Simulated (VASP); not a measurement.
Input of a VASP 6.6.1 run:

The input INCAR:

```
PREC     = Accurate       # precision mode
ENCUT    = 520            # plane-wave cutoff, eV
EDIFF    = 1E-6           # SCF threshold, eV
ISMEAR   = -1             # smearing method
SIGMA    = 0.05           # smearing width, eV
LREAL    = F              # projectors in reciprocal space
LASPH    = T              # aspherical terms in the spheres
NELM     = 60             # most SCF steps
ALGO     = Normal         # electronic algorithm
ISIF     = 2              # what is computed and relaxed
LWAVE    = F              # write WAVECAR
LCHARG   = F              # write CHGCAR
GGA      = PE             # functional
NBANDS   = 35             # bands
```

File KPOINTS:

```
regular mesh
0
Gamma
  7 7 7
```

File POSCAR:

```
ZnMo3
1.0
    3.9060369107      0.0000000000      0.0000000000
    0.0000000000      3.9060369107      0.0000000000
    0.0000000000      0.0000000000      3.9060369107
Mo Zn
3 1
Direct
    0.5000000000      0.5000000000      0.0000000000
    0.5000000000      0.0000000000      0.5000000000
    0.0000000000      0.5000000000      0.5000000000
    0.0000000000      0.0000000000      0.0000000000
```

Potentials or basis: VASP PAW PBE potentials, release 64 (Mo_sv, Zn).

Launch:

```sh
$ cat potpaw_PBE.64/Mo_sv/POTCAR potpaw_PBE.64/Zn/POTCAR > POTCAR
$ mpirun -np 1 vasp_std > vasp.out
```

Task: Estimate the band gap on the k mesh.

Result: Zero (bands 27 and 28 overlap by 1.49 eV).

Task: What does it give for the pressure?

Result: 5.7 GPa.

Caveat: the cell stands under pressure.
